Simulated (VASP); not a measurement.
Here is a VASP 6.6.1 calculation.

The input INCAR:

```
ALGO = Normal
EDIFF = 1E-8
ENCUT = 520
GGA = PE
ISIF = 2
ISMEAR = -1
ISPIN = 2
LASPH = True
LCHARG = False
LEFG = True
LMAXMIX = 4
LORBIT = 11
LREAL = False
LWAVE = False
MAGMOM = 4
NBANDS = 16
NELM = 150
PREC = Accurate
SIGMA = 0.03
```

Contents of KPOINTS:

```
k-points
0
Gamma
  19 19 19
```

Contents of POSCAR:

```
Mn
1.0
   -1.5143847854      1.5143847854      1.5143847854
    1.5143847854     -1.5143847854      1.5143847854
    1.5143847854      1.5143847854     -1.5143847854
Mn
1
Direct
    0.0000000000      0.0000000000      0.0000000000
```

Potentials or basis: VASP PAW PBE potentials, release 64 (Mn_pv).

The run is started by

```bash
$ cat potpaw_PBE.64/Mn_pv/POTCAR > POTCAR
$ mpirun -np 1 vasp_std > vasp.out
```

Problem. Estimate the pressure.

Solution. -34.0 GPa.

Problem. Predict the net moment.

Solution. 1.25 μB per cell.

Problem. What does it give for the site moments?

Solution. Mn +1.27 μB.

Caveat: without QUAD_EFG the Cq values of the log hold for a quadrupole moment of 1 mb, not for the nuclei.
